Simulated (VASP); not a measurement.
# GaBiSe4 (P6/mmm) in VASP: notebook

GaBiSe4 is run at these levels: PBE; tasks: single point.

Everything below comes from runs of VASP 6.6.1. Logs are shortened: lines on timing, memory, paths and dates and some standing lists are left out, and cuts for length are marked.

## Step 1: The cell of the first run

It takes space group P6/mmm (No. 191, hexagonal). Conventional cell: a = 4.215 Å, b = 4.215 Å, c = 8.763 Å, α = 90.00°, β = 90.00°, γ = 120.00°. Within 4.3 Å of Ga (site symmetry 6/mmm) lie 12 Se at 3.24 Å and 6 Ga at 4.22 Å. Within 4.4 Å of Bi (site symmetry 6/mmm) lie 12 Se at 3.31 Å and 6 Bi at 4.22 Å and 2 Ga at 4.38 Å. Within 3.2 Å of Se (site symmetry 3m) lie 3 Se at 2.43 Å.

## Step 2: Single point, PBE

Input file INCAR:

```
PREC = Accurate
ENCUT = 520
EDIFF = 1E-6
ISMEAR = 0
SIGMA = 0.1
LREAL = False
LASPH = True
NELM = 60
ALGO = Normal
ISIF = 2
LWAVE = False
LCHARG = False
GGA = PE
NBANDS = 35
```

Input file KPOINTS:

```
Automatic mesh
0
Gamma
  6 6 2
```

Input file POSCAR:

```
GaBiSe4
1.0
    4.2152895300      0.0000000000      0.0000000000
   -2.1076447600      3.6505478200      0.0000000000
    0.0000000000      0.0000000000      8.7627462700
Ga Bi Se
1 1 4
Direct
    0.0000000000      0.0000000000      0.5000000000
    0.0000000000      0.0000000000      0.0000000000
    0.3333333300      0.6666666700      0.7432699200
    0.3333333300      0.6666666700      0.2567300800
    0.6666666700      0.3333333300      0.7432699200
    0.6666666700      0.3333333300      0.2567300800
```

Potentials or basis: VASP PAW PBE potentials, release 64 (Ga_d, Bi_d, Se).

The run is started by

```bash
cat potpaw_PBE.64/Ga_d/POTCAR potpaw_PBE.64/Bi_d/POTCAR potpaw_PBE.64/Se/POTCAR > POTCAR
mpirun -np 1 vasp_std > vasp.out
```

OUTCAR:

```text
PREC = Accurate
   ENCUT = 520
   EDIFF = 1E-6
   ISMEAR = 0
   LREAL = False
   LASPH = True
   NELM = 60
   ISIF = 2
   GGA = PE

 ion  position               nearest neighbor table
   1  0.000  0.000  0.500-
   2  0.000  0.000  0.000-   3 3.31   4 3.31   5 3.31   6 3.31   3 3.31   4 3.31   5 3.31   6 3.31
                             5 3.31   6 3.31   3 3.31   4 3.31
   3  0.333  0.667  0.743-   5 2.43   5 2.43   5 2.43   2 3.31   2 3.31   2 3.31
   4  0.333  0.667  0.257-   6 2.43   6 2.43   6 2.43   2 3.31   2 3.31   2 3.31
   5  0.667  0.333  0.743-   3 2.43   3 2.43   3 2.43   2 3.31   2 3.31   2 3.31
   6  0.667  0.333  0.257-   4 2.43   4 2.43   4 2.43   2 3.31   2 3.31   2 3.31

  LATTYP: Found a hexagonal cell.
 ALAT       =     4.2152895300
 C/A-ratio  =     2.0788005682

  Lattice vectors:

 A1 = (   4.2152895300,   0.0000000000,   0.0000000000)
 A2 = (  -2.1076447600,   3.6505478200,   0.0000000000)
 A3 = (   0.0000000000,   0.0000000000,   8.7627462700)

Analysis of symmetry for initial positions (statically):
=====================================================================
 Subroutine PRICEL returns:
 Original cell was already a primitive cell.

 Routine SETGRP: Setting up the symmetry group for a
 hexagonal supercell.

 Subroutine GETGRP returns: Found 24 space group operations
 (whereof 24 operations were pure point group operations)
 out of a pool of 24 trial point group operations.

The static configuration has the point symmetry D_6h.

Analysis of symmetry for dynamics (positions and initial velocities):
=====================================================================
 Subroutine PRICEL returns:
 Original cell was already a primitive cell.

 Routine SETGRP: Setting up the symmetry group for a
 hexagonal supercell.

 Subroutine GETGRP returns: Found 24 space group operations
 (whereof 24 operations were pure point group operations)
 out of a pool of 24 trial point group operations.

The dynamic configuration has the point symmetry D_6h.

 Subroutine INISYM returns: Found 24 space group operations
 (whereof 24 operations are pure point group operations),
 and found     1 'primitive' translations

----------------------------------------------------------------------------------------

                                     Primitive cell

  volume of cell :     134.8422

  direct lattice vectors                    reciprocal lattice vectors
     4.215289530  0.000000000  0.000000000     0.237231629  0.136965744  0.000000000
    -2.107644760  3.650547820  0.000000000     0.000000000  0.273931489  0.000000000
     0.000000000  0.000000000  8.762746270     0.000000000  0.000000000  0.114119475

  length of vectors
     4.215289530  4.215289530  8.762746270     0.273931489  0.273931489  0.114119475

  position of ions in fractional coordinates (direct lattice)
     0.000000000  0.000000000  0.500000000
     0.000000000  0.000000000  0.000000000
     0.333333330  0.666666670  0.743269920
     0.333333330  0.666666670  0.256730080
     0.666666670  0.333333330  0.743269920
     0.666666670  0.333333330  0.256730080

  ion indices of the primitive-cell ions
   primitive index   ion index
                 1           1
                 2           2
                 3           3
                 4           4
                 5           5
                 6           6

----------------------------------------------------------------------------------------

 KPOINTS: Automatic mesh

Automatic generation of k-mesh.
 Grid dimensions read from file:
 generate k-points for:    6    6    2

 Generating k-lattice:

  Cartesian coordinates                     Fractional coordinates (reciprocal lattice)
     0.039538605  0.022827624  0.000000000     0.166666667  0.000000000  0.000000000
     0.000000000  0.045655248  0.000000000     0.000000000  0.166666667  0.000000000
     0.000000000  0.000000000  0.057059737     0.000000000  0.000000000  0.500000000

  Length of vectors
     0.045655248  0.045655248  0.057059737

  Shift w.r.t. Gamma in fractional coordinates (k-lattice)
     0.000000000  0.000000000  0.000000000

 Subroutine IBZKPT returns following result:
 ===========================================

 Found     14 irreducible k-points:

 Following reciprocal coordinates:
            Coordinates               Weight
  0.000000  0.000000  0.000000      1.000000
  0.166667  0.000000  0.000000      6.000000
  0.333333  0.000000  0.000000      6.000000
  0.500000  0.000000  0.000000      3.000000
  0.166667  0.166667  0.000000      6.000000
  0.333333  0.166667  0.000000     12.000000
  0.333333  0.333333  0.000000      2.000000
  0.000000  0.000000  0.500000      1.000000
  0.166667  0.000000  0.500000      6.000000
  0.333333  0.000000  0.500000      6.000000
  0.500000  0.000000  0.500000      3.000000
  0.166667  0.166667  0.500000      6.000000
  0.333333  0.166667  0.500000     12.000000
  0.333333  0.333333  0.500000      2.000000
   k-points           NKPTS =     14   k-points in BZ     NKDIM =     14   number of bands    NBANDS=     35
   number of dos      NEDOS =    301   number of ions     NIONS =      6
   total plane-waves  NPLWV =  71680
   dimension x,y,z NGX =    32 NGY =   32 NGZ =   70
   dimension x,y,z NGXF=    64 NGYF=   64 NGZF=  140
   ions per type =               1   1   4
   NGX,Y,Z   is equivalent  to a cutoff of  12.62, 12.62, 13.28 a.u.
   NGXF,Y,Z  is equivalent  to a cutoff of  25.24, 25.24, 26.56 a.u.
 SYSTEM =  unknown system
   PREC   = accura    normal or accurate (medium, high low for compatibility)
   ISTART =      0    job   : 0-new  1-cont  2-samecut
   ICHARG =      2    charge: 1-file 2-atom 10-const
   ISPIN  =      1    spin polarized calculation?
   LNONCOLLINEAR =      F non collinear calculations
   LSORBIT =      F    spin-orbit coupling
   LASPH  =      T    aspherical Exc in radial PAW
   ENCUT  =  520.0 eV  38.22 Ry    6.18 a.u.   7.84  7.84 16.29*2*pi/ulx,y,z
   NELM   =     60;   NELMIN=  2; NELMDL= -5     # of ELM steps
   EDIFF  = 0.1E-05   stopping-criterion for ELM
   LREAL  =      F    real-space projection
   EDIFFG = 0.1E-04   stopping-criterion for IOM
   NSW    =      0    number of steps for IOM
   IBRION =     -1    ionic relax: 0-MD 1-quasi-New 2-CG
   NFREE  =      0    steps in history (QN), initial steepest desc. (CG)
   ISIF   =      2    stress and relaxation
   ISYM   =      2    0-nonsym 1-usesym 2-fastsym
   POTIM  = 0.5000    time-step for ionic-motion
   TEBEG  =    0.0;   TEEND  =   0.0 temperature during run
   PSTRESS=    0.0 pullay stress
   NELECT =      52.0000    total number of electrons
   NUPDOWN=      -1.0000    fix difference up-down
   EMIN   =  10.00;   EMAX   =-10.00  energy-range for DOS
   EFERMI =   0.00;   METHOD = LEGACY
   ISMEAR =     0;   SIGMA  =   0.10  broadening in eV -4-tet -1-fermi 0-gaus
   EFERMI_NEDOS =   21; number of points for ismear=-14 and -15
   IALGO  =     38    algorithm
   IMIX   =      4    mixing-type and parameters
     AMIX     =   0.40;   BMIX     =  1.00
     AMIX_MAG =   1.60;   BMIX_MAG =  1.00
  volume/ion in A,a.u.               =      22.47       151.66
  Fermi-wavevector in a.u.,A,eV,Ry     =   1.191610  2.251816 19.319372  1.419934
  Thomas-Fermi vector in A             =   2.327667
   LORBIT       =      0    0 simple, 1 ext, 2 COOP (PROOUT), +10 PAW based schemes
   GGA     = PE    functional components
   LHFCALC =     F    Hartree Fock is set to
   AEXX    =    0.0000 exact exchange contribution
   IVDW    =     0    specifies the selected vdW correction
   LEPSILON=     F    determine dielectric tensor
   LRPA    =     F    only Hartree local field effects (RPA)
 non-spin polarized calculation
 Gauss-broadening in eV      SIGMA  =   0.10
  energy-cutoff  :      520.00
  volume of cell :      134.84
 maximum number of plane-waves:      3687
 NGX is ok and might be reduce to    32
   NGX = 15   NGY = 15   NGZ = 33

 number of electron      52.0000005 magnetization

 Free energy of the ion-electron system (eV)
  ---------------------------------------------------
  ext. energy  EPLUGINS =         0.00000000
  ---------------------------------------------------
  free energy    TOTEN  =       -16.87597566 eV

  energy without entropy =      -16.84477197  energy(sigma->0) =      -16.86037381

 E-fermi :   6.2149     XC(G=0): -10.2799

 val. band max:        6.2110145336   @ k =   0.1667   0.1667   0.5000
 cond. band min:       6.2183896171   @ k =   0.3333   0.0000   0.0000
 fundamental gap:      0.0073750835
 Fermi energy:         6.2149495630

 k-point     1 :       0.0000    0.0000    0.0000
  band No.  band energies     occupation
      1     -17.1290      2.00000
      2     -17.1290      2.00000
      3     -17.0702      2.00000
      4     -17.0702      2.00000
      5     -17.0594      2.00000
      6     -10.8279      2.00000
[... 27 lines left out ...]
     34      11.3142      0.00000
     35      11.3144      0.00000

 k-point     2 :       0.1667    0.0000    0.0000
  band No.  band energies     occupation
      1     -17.1294      2.00000
      2     -17.1239      2.00000
      3     -17.0739      2.00000
      4     -17.0709      2.00000
      5     -17.0566      2.00000
      6     -10.5728      2.00000
[... 27 lines left out ...]
     34      10.7944      0.00000
     35      10.9512      0.00000

 k-point     3 :       0.3333    0.0000    0.0000
  band No.  band energies     occupation
      1     -17.1307      2.00000
      2     -17.1137      2.00000
      3     -17.0812      2.00000
      4     -17.0723      2.00000
      5     -17.0508      2.00000
      6      -9.8524      2.00000
[... 27 lines left out ...]
     34      10.4316      0.00000
     35      12.1150      0.00000
[... 343 lines left out ...]
 k-point    13 :       0.3333    0.1667    0.5000
  band No.  band energies     occupation
      1     -17.1273      2.00000
      2     -17.1125      2.00000
      3     -17.0828      2.00000
      4     -17.0750      2.00000
      5     -17.0482      2.00000
      6      -9.2152      2.00000
[... 27 lines left out ...]
     34      10.3681      0.00000
     35      12.8729      0.00000

 k-point    14 :       0.3333    0.3333    0.5000
  band No.  band energies     occupation
      1     -17.1186      2.00000
      2     -17.1186      2.00000
      3     -17.0800      2.00000
      4     -17.0800      2.00000
      5     -17.0473      2.00000
      6      -8.7071      2.00000
[... 27 lines left out ...]
     34      11.6323      0.00000
     35      12.4684      0.00000

------------------------ aborting loop because EDIFF is reached ----------------------------------------

  FORCE on cell =-STRESS in cart. coord.  units (eV):
  Direction    XX          YY          ZZ          XY          YZ          ZX
  --------------------------------------------------------------------------------------
  -------------------------------------------------------------------------------------
  Total       18.2967571     18.2967572     -0.3334248      0.0000000      0.0000000      0.0000000
  in kB      217.3997386    217.3997390     -3.9617109      0.0000003      0.0000000      0.0000000
  external PRESSURE =     143.6125889 kB  Pullay stress =       0.0000000 kB

 VOLUME and BASIS-vectors are now :
 -----------------------------------------------------------------------------
  energy-cutoff  :      520.00
  volume of cell :      134.84
      direct lattice vectors                 reciprocal lattice vectors
     4.215289530  0.000000000  0.000000000     0.237231629  0.136965744  0.000000000
    -2.107644760  3.650547820  0.000000000     0.000000000  0.273931489  0.000000000
     0.000000000  0.000000000  8.762746270     0.000000000  0.000000000  0.114119475

 POSITION                                       TOTAL-FORCE (eV/Angst)
 -----------------------------------------------------------------------------------
      0.00000      0.00000      4.38137         0.000000      0.000000      0.000000
      0.00000      0.00000      0.00000         0.000000      0.000000      0.000000
     -0.00000      2.43370      6.51309        -0.000000      0.000000      0.001590
     -0.00000      2.43370      2.24966        -0.000000      0.000000     -0.001590
      2.10764      1.21685      6.51309         0.000000     -0.000000      0.001590
      2.10764      1.21685      2.24966         0.000000     -0.000000     -0.001590
 -----------------------------------------------------------------------------------
    total drift:                                0.000000      0.000000      0.000000

  FREE ENERGIE OF THE ION-ELECTRON SYSTEM (eV)
  ---------------------------------------------------
  free  energy   TOTEN  =       -16.8759756602 eV

  energy  without entropy=      -16.8447719668  energy(sigma->0) =      -16.86037381
```

Wall time 27 s (1 thread of Intel Xeon 6975P-C (Granite Rapids), shared host); peak memory 0.28 GiB.

What came out:

```yaml
Free_energy: -16.8760 eV
Pressure: 14.4 GPa
Band_gap_on_the_k_mesh: zero (band 26 reaches 6.82 eV, above the bottom of band 27 at 5.81 eV)
```

Levels at points of the mesh, in eV from the Fermi level:
```
           k point  band 22  band 23  band 24  band 25  band 26  band 27  band 28  band 29  band 30  band 31
(0.00, 0.00, 0.00)    -1.76    -1.76    -1.58    -0.71    -0.71    -0.09     0.37     0.71     1.66     1.66
(0.50, 0.00, 0.00)    -2.71    -2.45    -1.56    -0.90    -0.09     1.36     2.14     2.24     2.85     3.27
(0.00, 0.00, 0.50)    -2.91    -1.56    -1.56    -1.10    -1.10     0.27     0.29     1.81     2.27     2.27
(0.50, 0.00, 0.50)    -4.12    -1.97    -1.21     0.13     0.60     1.35     2.10     2.21     2.30     2.59
```

Caveat: spin-orbit coupling is left out, which moves the levels of the heavy elements.

## Step 3: Single point, PBE

This run uses another cell than the first one, of 25.01 Å³/atom, 1.113 times its volume.

Input file INCAR:

```
SYSTEM = GaBiSe4
PREC = Accurate ; ENCUT = 520
EDIFF = 1E-6 ; ISMEAR = 0
SIGMA = 0.1 ; LREAL = .FALSE.
LASPH = .TRUE. ; NELM = 60
ALGO = Normal ; ISIF = 2
LWAVE = .FALSE. ; LCHARG = .TRUE.
GGA = PE ; LELF = .TRUE.
LVHAR = .TRUE. ; NBANDS = 35
```

Input file KPOINTS:

```
Automatic mesh
0
G
  6 6 2
  0 0 0
```

Input file POSCAR:

```
GaBiSe4
1.0
    4.8054731703     -0.0000000033      0.0000000000
   -2.4027365823      4.1616618443      0.0000000000
    0.0000000000      0.0000000000      7.5035264246
Ga Bi Se
1 1 4
Direct
    0.0000000000      0.0000000000      0.5000000000
    0.0000000000      0.0000000000      0.0000000000
    0.3333333333      0.6666666667      0.7620806525
    0.3333333333      0.6666666667      0.2379193475
    0.6666666667      0.3333333333      0.7620806525
    0.6666666667      0.3333333333      0.2379193475
```

Potentials or basis: VASP PAW PBE potentials, release 64 (Ga_d, Bi_d, Se).

The run is started by

```bash
cat potpaw_PBE.64/Ga_d/POTCAR potpaw_PBE.64/Bi_d/POTCAR potpaw_PBE.64/Se/POTCAR > POTCAR
mpirun -np 1 vasp_std > vasp.out
```

It took 27 s on 1 thread of Intel Xeon 6975P-C (Granite Rapids), shared host; peak memory 0.29 GiB.

It converged, with:

* Free energy: -19.5061 eV
* Pressure: 0.2 GPa
* Band gap on the k mesh: zero (band 26 reaches 5.11 eV, above the bottom of band 27 at 4.19 eV)

Stress tensor (GPa, compression positive):
```
 0.36  0.00  0.00
 0.00  0.36  0.00
 0.00  0.00 -0.19
```

Levels at points of the mesh, in eV from the Fermi level:
```csv
k point,band 24,band 25,band 26,band 27,band 28,band 29
"(0.00, 0.00, 0.00)",-1.68,-1.06,-0.47,-0.39,-0.39,1.01
"(0.50, 0.00, 0.00)",-0.41,-0.32,0.33,0.66,1.53,1.56
"(0.00, 0.00, 0.50)",-2.25,-0.97,-0.97,-0.45,0.18,1.48
"(0.50, 0.00, 0.50)",-0.72,0.13,0.47,0.80,1.54,1.63
```

Caveat: the k points lie up to 0.42 Å⁻¹ apart; spin-orbit coupling is left out, which moves the levels of the heavy elements.
